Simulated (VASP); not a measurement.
Input of a VASP 6.6.1 run:

File POSCAR:

```
Al2Cu
1.0
    4.0866984621      0.0013549814     -0.0100177851
    0.0013549814      4.1025583957      0.0178365925
   -0.0070556074      0.0125624568      2.9085422956
Al Cu
2 1
Direct
    0.4687560276      0.0117958310      0.4766540501
    0.0213922591      0.5074259987      0.4270045301
    0.0251393845      0.0352885078      0.0181625366
```

INCAR.step1

```
PREC = Accurate
ENCUT = 520
ISMEAR = 0
SIGMA = 0.1
LREAL = F
LASPH = T
NELM = 80
NBANDS = 16
GGA = PE
ALGO = Normal
EDIFF = 1E-4
LWAVE = T
LCHARG = F
```

File INCAR.step2:

```
PREC = Accurate
ENCUT = 520
EDIFF = 1E-6
ISMEAR = 0
SIGMA = 0.1
LREAL = F
LASPH = T
NELM = 80
ALGO = Normal
ISIF = 2
LWAVE = F
LCHARG = F
METAGGA = R2SCAN
LMIXTAU = T
NBANDS = 16
ISTART = 1
```

Contents of KPOINTS:

```
Automatic mesh
0
Gamma
  1 1 1
```

Potentials or basis: VASP PAW PBE potentials, release 64 (Al, Cu).

Command:

```console
$ cat potpaw_PBE.64/Al/POTCAR potpaw_PBE.64/Cu/POTCAR > POTCAR
$ cp INCAR.step1 INCAR
$ mpirun -np 1 vasp_gam > vasp.out
$ cp INCAR.step2 INCAR
$ mpirun -np 1 vasp_gam > vasp.out
```

Task: Predict the pressure.

Result: 3.5 GPa.

Task: What does it give for the largest force?

Result: 2.793 eV/Å.

Forces on the atoms (eV/Å):
```
Al   2.696 -0.062  0.727
Al  -1.143  0.900  1.019
Cu  -1.553 -0.838 -1.747
```

Caveat: the k points lie up to 2.16 Å⁻¹ apart; the PAW data sets were made with another functional, which shifts forces and pressure a little.
